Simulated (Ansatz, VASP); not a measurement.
## MgTe: VASP beside Ansatz

File POSCAR:

```
MgTe
1.0
    0.0000000000      3.2319988200      3.2319988200
    3.2319988200      0.0000000000      3.2319988200
    3.2319988200      3.2319988200      0.0000000000
Mg Te
1 1
Direct
    0.0000000000      0.0000000000      0.0000000000
    0.7500000000      0.7500000000      0.7500000000
```

INCAR.step1

```
ALGO = Normal ; EDIFF = 1E-5
ENCUT = 520 ; GGA = PE
GGA_COMPAT = False ; ISIF = 2
ISMEAR = 0 ; LASPH = True
LREAL = False ; LWAVE = True
NBANDS = 11 ; NELM = 120
PREC = Accurate ; SIGMA = 0.01
```

Contents of INCAR.step2:

```
ALGO = Normal ; EDIFF = 1E-6
ENCUT = 520 ; GGA = PE
GGA_COMPAT = False ; HFSCREEN = 0.2079
ISIF = 2 ; ISMEAR = 0
ISTART = 1 ; LASPH = True
LCHARG = True ; LELF = True
LHFCALC = True ; LREAL = False
LVHAR = True ; LWAVE = False
NBANDS = 11 ; NELM = 120
PREC = Accurate ; PRECFOCK = Normal
SIGMA = 0.01
```

KPOINTS

```
k-points
0
Gamma
  3 3 3
```

Input for Ansatz:

```yaml
crystal:
  lattice:
    - [0.0, 3.23199882, 3.23199882]
    - [3.23199882, 0.0, 3.23199882]
    - [3.23199882, 3.23199882, 0.0]
  atoms:
    - { symbol: Mg, position: [0.0, 0.0, 0.0] }
    - { symbol: Te, position: [0.75, 0.75, 0.75] }
kpoints:
  mp_grid:
    grid: [3, 3, 3]
hamiltonian:
  xc: hse06
scf:
  max_iter: 100
  n_extra_bands: 16
  occupations:
    method: fixed
output:
  eigenvalues: true
```

Alike in both runs: task single point; functional HSE06; k mesh 3 × 3 × 3; no spin polarisation.

|  | VASP | Ansatz |
| --- | --- | --- |
| version | VASP 6.6.1 | Ansatz 0.2.0 |
| potentials or method | VASP PAW PBE potentials, release 64 (Mg, Te) | plane waves, PAW |
| plane-wave cutoff (eV) | 520 | 420 |
| occupations | gaussian, width 0.01 eV | fixed |
| valence electrons in the cell | 8 | 26 |

|  | VASP | Ansatz | Ansatz less VASP |
| --- | --- | --- | --- |
| gap on the k mesh at the Fermi level (eV) | 3.20 | 3.31 | +0.104 |

VASP's potentials hold 8 valence electrons a cell and Ansatz's 26, so a difference there can come from the potentials and not from the codes.

The k mesh is coarse, so the values compare programs but aren't converged. Neither program's run includes spin-orbit coupling.
